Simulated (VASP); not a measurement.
# Ca (Fd-3m) in VASP: further runs, part 2 of 2

VASP 6.6.1. The steps go on from the part before.

### Step 3. Single point, PBE

The input, INCAR:

```
SYSTEM = Ca
PREC = Accurate
ENCUT = 520
EDIFF = 1E-6
ISMEAR = -1
SIGMA = 0.08
LREAL = .FALSE.
LASPH = .TRUE.
NELM = 100
ALGO = Normal
ISIF = 2
LWAVE = .FALSE.
LCHARG = .FALSE.
GGA = PE
NBANDS = 17
```

The input, KPOINTS:

```
Automatic mesh
0
G
  10 10 10
  0 0 0
```

The input, POSCAR:

```
Ca
1.0
    0.0000000000      4.3001276577      4.3001276577
    4.3001276577      0.0000000000      4.3001276577
    4.3001276577      4.3001276577      0.0000000000
Ca
2
Direct
   -0.1250000000     -0.1250000000     -0.1250000000
    0.1250000000      0.1250000000      0.1250000000
```

Potentials or basis: VASP PAW PBE potentials, release 64 (Ca_sv).

Started as:

```bash
cat potpaw_PBE.64/Ca_sv/POTCAR > POTCAR
mpirun -np 1 vasp_std > vasp.out
```

OUTCAR:

```text
SYSTEM = Ca
   PREC = Accurate
   ENCUT = 520
   EDIFF = 1E-6
   ISMEAR = -1
   LREAL = .FALSE.
   LASPH = .TRUE.
   NELM = 100
   ISIF = 2
   GGA = PE

 ion  position               nearest neighbor table
   1  0.875  0.875  0.875-
   2  0.125  0.125  0.125-

  LATTYP: Found a face centered cubic cell.
 ALAT       =     8.6002553154

  Lattice vectors:

 A1 = (   0.0000000000,   4.3001276577,   4.3001276577)
 A2 = (   4.3001276577,   0.0000000000,   4.3001276577)
 A3 = (   4.3001276577,   4.3001276577,   0.0000000000)

Analysis of symmetry for initial positions (statically):
=====================================================================
 Subroutine PRICEL returns:
 Original cell was already a primitive cell.

 Routine SETGRP: Setting up the symmetry group for a
 face centered cubic supercell.

 Subroutine GETGRP returns: Found 48 space group operations
 (whereof 12 operations were pure point group operations)
 out of a pool of 48 trial point group operations.

The static configuration has the point symmetry D_3d.
 The point group associated with its full space group is O_h .

Analysis of symmetry for dynamics (positions and initial velocities):
=====================================================================
 Subroutine PRICEL returns:
 Original cell was already a primitive cell.

 Routine SETGRP: Setting up the symmetry group for a
 face centered cubic supercell.

 Subroutine GETGRP returns: Found 48 space group operations
 (whereof 12 operations were pure point group operations)
 out of a pool of 48 trial point group operations.

The dynamic configuration has the point symmetry D_3d.
 The point group associated with its full space group is O_h .

 Subroutine INISYM returns: Found 48 space group operations
 (whereof 12 operations are pure point group operations),
 and found     1 'primitive' translations

----------------------------------------------------------------------------------------

                                     Primitive cell

  volume of cell :     159.0282

  direct lattice vectors                    reciprocal lattice vectors
     0.000000000  4.300127658  4.300127658    -0.116275618  0.116275618  0.116275618
     4.300127658  0.000000000  4.300127658     0.116275618 -0.116275618  0.116275618
     4.300127658  4.300127658  0.000000000     0.116275618  0.116275618 -0.116275618

  length of vectors
     6.081298853  6.081298853  6.081298853     0.201395278  0.201395278  0.201395278

  position of ions in fractional coordinates (direct lattice)
     0.875000000  0.875000000  0.875000000
     0.125000000  0.125000000  0.125000000

  ion indices of the primitive-cell ions
   primitive index   ion index
                 1           1
                 2           2

----------------------------------------------------------------------------------------

 KPOINTS: Automatic mesh

Automatic generation of k-mesh.
 Grid dimensions read from file:
 generate k-points for:   10   10   10

 Generating k-lattice:

  Cartesian coordinates                     Fractional coordinates (reciprocal lattice)
    -0.011627562  0.011627562  0.011627562     0.100000000  0.000000000  0.000000000
     0.011627562 -0.011627562  0.011627562     0.000000000  0.100000000  0.000000000
     0.011627562  0.011627562 -0.011627562     0.000000000  0.000000000  0.100000000

  Length of vectors
     0.020139528  0.020139528  0.020139528

  Shift w.r.t. Gamma in fractional coordinates (k-lattice)
     0.000000000  0.000000000  0.000000000

 Subroutine IBZKPT returns following result:
 ===========================================

 Found     47 irreducible k-points:

 Following reciprocal coordinates:
            Coordinates               Weight
  0.000000  0.000000  0.000000      1.000000
  0.100000  0.000000  0.000000      8.000000
  0.200000  0.000000  0.000000      8.000000
  0.300000  0.000000  0.000000      8.000000
  0.400000  0.000000  0.000000      8.000000
  0.500000  0.000000  0.000000      4.000000
[... 16 lines left out ...]
  0.300000  0.300000  0.000000      6.000000
  0.400000  0.300000  0.000000     24.000000
 [... further k-points ...]
   k-points           NKPTS =     47   k-points in BZ     NKDIM =     47   number of bands    NBANDS=     17
   number of dos      NEDOS =    301   number of ions     NIONS =      2
   total plane-waves  NPLWV = 110592
   dimension x,y,z NGX =    48 NGY =   48 NGZ =   48
   dimension x,y,z NGXF=    96 NGYF=   96 NGZF=   96
   ions per type =               2
   NGX,Y,Z   is equivalent  to a cutoff of  13.12, 13.12, 13.12 a.u.
   NGXF,Y,Z  is equivalent  to a cutoff of  26.24, 26.24, 26.24 a.u.
 SYSTEM =  Ca
   PREC   = accura    normal or accurate (medium, high low for compatibility)
   ISTART =      0    job   : 0-new  1-cont  2-samecut
   ICHARG =      2    charge: 1-file 2-atom 10-const
   ISPIN  =      1    spin polarized calculation?
   LNONCOLLINEAR =      F non collinear calculations
   LSORBIT =      F    spin-orbit coupling
   LASPH  =      T    aspherical Exc in radial PAW
   ENCUT  =  520.0 eV  38.22 Ry    6.18 a.u.  11.31 11.31 11.31*2*pi/ulx,y,z
   NELM   =    100;   NELMIN=  2; NELMDL= -5     # of ELM steps
   EDIFF  = 0.1E-05   stopping-criterion for ELM
   LREAL  =      F    real-space projection
   EDIFFG = 0.1E-04   stopping-criterion for IOM
   NSW    =      0    number of steps for IOM
   IBRION =     -1    ionic relax: 0-MD 1-quasi-New 2-CG
   NFREE  =      0    steps in history (QN), initial steepest desc. (CG)
   ISIF   =      2    stress and relaxation
   ISYM   =      2    0-nonsym 1-usesym 2-fastsym
   POTIM  = 0.5000    time-step for ionic-motion
   TEBEG  =    0.0;   TEEND  =   0.0 temperature during run
   PSTRESS=    0.0 pullay stress
   NELECT =      20.0000    total number of electrons
   NUPDOWN=      -1.0000    fix difference up-down
   EMIN   =  10.00;   EMAX   =-10.00  energy-range for DOS
   EFERMI =   0.00;   METHOD = LEGACY
   ISMEAR =    -1;   SIGMA  =   0.08  broadening in eV -4-tet -1-fermi 0-gaus
   EFERMI_NEDOS =   21; number of points for ismear=-14 and -15
   IALGO  =     38    algorithm
   IMIX   =      4    mixing-type and parameters
     AMIX     =   0.40;   BMIX     =  1.00
     AMIX_MAG =   1.60;   BMIX_MAG =  1.00
  volume/ion in A,a.u.               =      79.51       536.59
  Fermi-wavevector in a.u.,A,eV,Ry     =   0.820213  1.549978  9.153318  0.672750
  Thomas-Fermi vector in A             =   1.931156
   LORBIT       =      0    0 simple, 1 ext, 2 COOP (PROOUT), +10 PAW based schemes
   GGA     = PE    functional components
   LHFCALC =     F    Hartree Fock is set to
   AEXX    =    0.0000 exact exchange contribution
   IVDW    =     0    specifies the selected vdW correction
   LEPSILON=     F    determine dielectric tensor
   LRPA    =     F    only Hartree local field effects (RPA)
 non-spin polarized calculation
  energy-cutoff  :      520.00
  volume of cell :      159.03
 maximum number of plane-waves:      4314
 NGX is ok and might be reduce to    48
   NGX = 23   NGY = 23   NGZ = 23

 number of electron      19.9999999 magnetization

 Free energy of the ion-electron system (eV)
  ---------------------------------------------------
  ext. energy  EPLUGINS =         0.00000000
  ---------------------------------------------------
  free energy    TOTEN  =        -1.80599957 eV

  energy without entropy =       -1.73497751  energy(sigma->0) =       -1.77048854

 E-fermi :  -0.0699     XC(G=0):  -5.8180

 val. band max:       -0.0768628206   @ k =   0.4000   0.3000   0.1000
 cond. band min:      -0.0436947213   @ k =  -0.2000   0.2000   0.0000
 fundamental gap:      0.0331680993
 Fermi energy:        -0.0698710275

 k-point     1 :       0.0000    0.0000    0.0000
  band No.  band energies     occupation
      1     -43.2515      2.00000
      2     -43.2351      2.00000
      3     -24.2326      2.00000
      4     -24.2326      2.00000
      5     -24.2326      2.00000
      6     -24.1728      2.00000
[... 9 lines left out ...]
     16       1.3243      0.00000
     17       1.3243      0.00000

 k-point     2 :       0.1000    0.0000    0.0000
  band No.  band energies     occupation
      1     -43.2512      2.00000
      2     -43.2354      2.00000
      3     -24.2332      2.00000
      4     -24.2332      2.00000
      5     -24.2323      2.00000
      6     -24.1732      2.00000
[... 9 lines left out ...]
     16       1.3282      0.00000
     17       1.3282      0.00000
[... 421 lines left out ...]
 k-point    24 :       0.4000    0.3000    0.0000
  band No.  band energies     occupation
      1     -43.2469      2.00000
      2     -43.2397      2.00000
      3     -24.2417      2.00000
      4     -24.2413      2.00000
      5     -24.2168      2.00000
      6     -24.1893      2.00000
[... 9 lines left out ...]
     16       1.3882      0.00000
     17       1.4800      0.00000

 [... further k-points ...]
[... 5 lines left out ...]
  --------------------------------------------------------------------------------------
  -------------------------------------------------------------------------------------
  Total        0.0146474      0.0146474      0.0146474     -0.0000000     -0.0000000     -0.0000000
  in kB        0.1475698      0.1475698      0.1475698     -0.0000000     -0.0000000     -0.0000000
  external PRESSURE =       0.1475698 kB  Pullay stress =       0.0000000 kB

 VOLUME and BASIS-vectors are now :
 -----------------------------------------------------------------------------
  energy-cutoff  :      520.00
  volume of cell :      159.03
      direct lattice vectors                 reciprocal lattice vectors
     0.000000000  4.300127658  4.300127658    -0.116275618  0.116275618  0.116275618
     4.300127658  0.000000000  4.300127658     0.116275618 -0.116275618  0.116275618
     4.300127658  4.300127658  0.000000000     0.116275618  0.116275618 -0.116275618

 POSITION                                       TOTAL-FORCE (eV/Angst)
 -----------------------------------------------------------------------------------
      7.52522      7.52522      7.52522         0.000000      0.000000      0.000000
      1.07503      1.07503      1.07503        -0.000000     -0.000000     -0.000000
 -----------------------------------------------------------------------------------
    total drift:                                0.000000      0.000000      0.000000

  FREE ENERGIE OF THE ION-ELECTRON SYSTEM (eV)
  ---------------------------------------------------
  free  energy   TOTEN  =        -1.8059995727 eV

  energy  without entropy=       -1.7349775088  energy(sigma->0) =       -1.77048854
```

OSZICAR:

```text
N       E                     dE             d eps       ncg     rms          rms(c)
DAV:   1     0.142147991535E+03    0.14215E+03   -0.96808E+03  1830   0.952E+02
DAV:   2     0.738896824699E+01   -0.13476E+03   -0.13330E+03  1892   0.275E+02
DAV:   3    -0.140649736183E+01   -0.87955E+01   -0.86825E+01  3126   0.451E+01
DAV:   4    -0.177387111313E+01   -0.36737E+00   -0.36533E+00  2200   0.102E+01
DAV:   5    -0.179450835649E+01   -0.20637E-01   -0.20613E-01  2687   0.166E+00    0.201E+00
DAV:   6    -0.179618879108E+01   -0.16804E-02   -0.25813E-02  2189   0.120E+00    0.125E+00
DAV:   7    -0.180602260058E+01   -0.98338E-02   -0.32486E-02  2099   0.142E+00    0.130E-01
DAV:   8    -0.180581637836E+01    0.20622E-03   -0.32813E-03  2117   0.455E-01    0.286E-02
DAV:   9    -0.180599518903E+01   -0.17881E-03   -0.51055E-04  2852   0.972E-02    0.312E-02
DAV:  10    -0.180599974832E+01   -0.45593E-05   -0.63668E-05  2117   0.699E-02    0.347E-03
DAV:  11    -0.180599957275E+01    0.17557E-06   -0.45337E-06  2700   0.106E-02
   1 F= -.18059996E+01 E0= -.17704885E+01  d E =-.710221E-01
```

Run time: 63 s. Hardware: 1 thread of Intel Xeon 6975P-C (Granite Rapids), shared host; peak memory 0.36 GiB.

Results:

```yaml
Free_energy: -1.8060 eV
Pressure: 0.0 GPa
Band_gap_on_the_k_mesh: zero (band 10 reaches 0.55 eV, above the bottom of band 11 at -0.22 eV)
```

Levels at points of the mesh, in eV from the Fermi level:
| k point | band 6 | band 7 | band 8 | band 9 | band 10 | band 11 | band 12 | band 13 | band 14 | band 15 |
| --- | --- | --- | --- | --- | --- | --- | --- | --- | --- | --- |
| (0.00, 0.00, 0.00) | -24.10 | -24.10 | -24.10 | -2.99 | 0.62 | 0.62 | 0.62 | 0.86 | 0.86 | 1.39 |
| (0.50, 0.00, 0.00) | -24.11 | -24.10 | -24.10 | -1.88 | -0.88 | 0.72 | 0.73 | 0.73 | 0.78 | 0.78 |
| (0.50, 0.50, 0.00) | -24.13 | -24.09 | -24.09 | -1.07 | -1.07 | 0.22 | 0.22 | 0.77 | 0.77 | 1.45 |

### Step 4. Relaxation of cell and atoms, PBE

This run uses another cell than the first one, of 52.72 Å³/atom, 0.663 times its volume.

The input, INCAR:

```
ALGO     = Normal         # electronic algorithm
EDIFF    = 1E-6           # SCF threshold, eV
EDIFFG   = -0.005         # ionic threshold
ENCUT    = 600            # plane-wave cutoff, eV
GGA      = PE             # functional
IBRION   = 2              # ionic algorithm
ISIF     = 3              # what is computed and relaxed
ISMEAR   = -1             # smearing method
LASPH    = True           # aspherical terms in the spheres
LCHARG   = False          # write CHGCAR
LREAL    = False          # projectors in reciprocal space
LWAVE    = False          # write WAVECAR
NELM     = 100            # most SCF steps
NSW      = 60             # ionic steps
PREC     = Accurate       # precision mode
SIGMA    = 0.08           # smearing width, eV
```

The input, KPOINTS:

```
k-points
0
Gamma
  10 10 10
```

The input, POSCAR:

```
Ca
1.0
    0.0000000000      3.7495703211      3.7495703211
    3.7495703211      0.0000000000      3.7495703211
    3.7495703211      3.7495703211      0.0000000000
Ca
2
Direct
   -0.1250000000     -0.1250000000     -0.1250000000
    0.1250000000      0.1250000000      0.1250000000
```

Started as:

```bash
cat potpaw_PBE.64/Ca_sv/POTCAR > POTCAR
mpirun -np 1 vasp_std > vasp.out
```

Wall time 2.9 min (1 thread of Intel Xeon 6975P-C (Granite Rapids), shared host); peak memory 0.31 GiB.

It converged, with:

```
Free energy                            : -1.8010 eV
Relaxed volume                         : 79.92 Å³/atom
Relaxed cell                           : a = 6.092 Å, b = 6.092 Å, c = 6.092 Å, α = 60.00°, β = 60.00°, γ = 60.00°
Space group after relaxing (to 0.05 Å) : Fd-3m (No. 227)
Energy gained by relaxing              : 175.4 meV/atom
Ionic steps                            : 4
Pressure after relaxing                : 0.0 GPa
Band gap on the k mesh                 : zero (band 10 reaches 0.54 eV, above the bottom of band 11 at -0.23 eV)
```

Step by step:
```
step  energy change (eV)  largest force (eV/Å)  pressure (GPa)  volume (Å³)
   1              0.0000                0.0000            2.41       105.43
   2             -0.1601                0.0000            1.69       118.00
   3             -0.3505                0.0000           -0.05       161.59
   4             -0.3509                0.0000           -0.01       159.85
```

Final structure:
```cif
data_structure
_symmetry_space_group_name_H-M 'P 1'
_symmetry_Int_Tables_number 1
_cell_length_a 6.0917
_cell_length_b 6.0917
_cell_length_c 6.0917
_cell_angle_alpha 60.000
_cell_angle_beta 60.000
_cell_angle_gamma 60.000
_cell_volume 159.85
loop_
_atom_site_label
_atom_site_type_symbol
_atom_site_fract_x
_atom_site_fract_y
_atom_site_fract_z
_atom_site_occupancy
Ca1 Ca 0.87500 0.87500 0.87500 1
Ca2 Ca 0.12500 0.12500 0.12500 1
```

Levels at points of the mesh, in eV from the Fermi level:
```csv
k point,band 6,band 7,band 8,band 9,band 10,band 11,band 12,band 13,band 14
"(0.00, 0.00, 0.00)",-24.11,-24.11,-24.11,-2.98,0.62,0.62,0.62,0.86,0.86
"(0.50, 0.00, 0.00)",-24.11,-24.10,-24.10,-1.88,-0.88,0.72,0.73,0.73,0.78
"(0.50, 0.50, 0.00)",-24.14,-24.10,-24.10,-1.08,-1.08,0.22,0.22,0.77,0.77
```

Caveat: the volume moved by over 15 % at a fixed basis, so the end points are rough.
